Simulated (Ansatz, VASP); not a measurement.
Cd: VASP beside Ansatz

```xyz
1
Lattice="-1.7738 1.7738 1.9343 1.7738 -1.7738 1.9343 1.7738 1.7738 -1.9343" Properties=species:S:1:pos:R:3 pbc="T T T"
Cd    0.0000    0.0000    0.0000
```

Alike in both runs: task single point; functional PBEsol; k mesh 14 × 14 × 14; occupations gaussian, width 0.1 eV; no spin polarisation.

```csv
,VASP,Ansatz
version,VASP 6.6.1,Ansatz 0.2.0
potentials or method,"VASP PAW PBE potentials, release 64 (Cd), cutoff 520 eV","scalar-relativistic, plane waves, PAW"
valence electrons in the cell,12,20
```

```csv
,VASP,Ansatz,Ansatz less VASP
gap on the k mesh at the Fermi level (eV),none,none,-
pressure (GPa),-4.7,-4.9,-0.17
"traceless stress, the component that is largest in VASP (GPa)",0.95,0.95,0.000
```

VASP's potentials were made for PBE, not for PBEsol. A gap of «none» marks a metal or a gap that the smearing closes. The functional is the same, so the differences come from potentials, cutoffs and numerics. VASP's potentials hold 12 valence electrons a cell and Ansatz's 20, so a difference there can come from the potentials and not from the codes.
